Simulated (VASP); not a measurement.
Se: single point with PBE

Se:

```
CELL_PARAMETERS angstrom
1.77661 -1.02573 2.90390
0.00000 2.05145 2.90390
-1.77661 -1.02573 2.90390
ATOMIC_POSITIONS crystal
Se 0.25000 0.25000 0.25000
Se 0.75000 0.75000 0.75000
```

This cell differs from its parent crystal: volume scaled by 0.7.

* Program: VASP 6.6.1
* Task: single point
* Functional: PBE
* Potentials or basis: VASP PAW PBE potentials, release 64 (Se)
* Cutoff: 520 eV
* k mesh: 13 × 13 × 13
* Occupations: fermi-dirac, width 0.08 eV
* Spin: no spin polarisation

```json
{
 "Pressure": "56.0 GPa",
 "Band gap on the k mesh": "zero (band 6 reaches 11.68 eV, above the bottom of band 7 at 7.17 eV)"
}
```

Stress tensor (GPa, compression positive):
```
55.93  0.00  0.00
 0.00 55.93  0.00
 0.00  0.00 56.02
```

Levels at points of the mesh, in eV from the Fermi level:
| k point | band 4 | band 5 | band 6 | band 7 | band 8 | band 9 |
| --- | --- | --- | --- | --- | --- | --- |
| (0.00, 0.00, 0.00) | -5.02 | -5.02 | 1.88 | 1.88 | 1.89 | 4.16 |

Wall time 40 s on 1 thread of AMD EPYC 9R45 96-Core Processor (Zen 5), with other jobs on the host, peak memory 0.18 GiB.
